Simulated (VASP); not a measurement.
Wanted: the native input for a VASP 6.6.1 run.

```yaml
Task: single point
Functional: PBEsol
Potentials_or_basis: VASP PAW PBE potentials, release 64 (Na_pv, F)
Cutoff: 520 eV
k_mesh: 8 × 8 × 8
Occupations: gaussian, width 0.05 eV
Spin: no spin polarisation
Dipole_correction: no
Further_INCAR_settings: ALGO = Normal; EDIFF = 1e-07; NBANDS = 14
```

The structure of NaF lies in POSCAR:

```
NaF
1.0
    0.0000000000      2.4394650000      2.3813825000
    2.4394650000      0.0000000000      2.3813825000
    2.4394650000      2.4394650000      0.0000000000
Na F
1 1
Direct
    0.0000000000      0.0000000000      0.0000000000
    0.5000000000      0.5000000000      0.5000000000
```

This cell differs from its parent crystal: strain +0.050 along x and y, +0.025 along z.

These files were run (other wordings do the same):

INCAR

```
SYSTEM = NaF
  PREC = Accurate
  ENCUT = 520
  EDIFF = 1E-7
  ISMEAR = 0
  SIGMA = 0.05
  LREAL = .FALSE.
  LASPH = .TRUE.
  NELM = 60
  ALGO = Normal
  ISIF = 2
  LWAVE = .FALSE.
  LCHARG = .TRUE.
  GGA = PS
  LELF = .TRUE.
  LVHAR = .TRUE.
  NBANDS = 14
```

KPOINTS

```
Automatic mesh
0
G
  8 8 8
  0 0 0
```

Potentials or basis: VASP PAW PBE potentials, release 64 (Na_pv, F).

Run with:

```sh
$ cat potpaw_PBE.64/Na_pv/POTCAR potpaw_PBE.64/F/POTCAR > POTCAR
$ mpirun -np 1 vasp_std > vasp.out
```

Results of the run:

```yaml
Pressure: -4.8 GPa
Band_gap_on_the_k_mesh: 5.54 eV, direct
```

Caveat: the cell differs from its parent crystal (strain +0.050 along x and y, +0.025 along z); the PAW data sets were made with another functional, which shifts forces and pressure a little.

Run time: 30 s on 1 thread of AMD EPYC 7R43 64-Core Processor (Zen 3), on a shared host, peak memory 0.12 GiB.
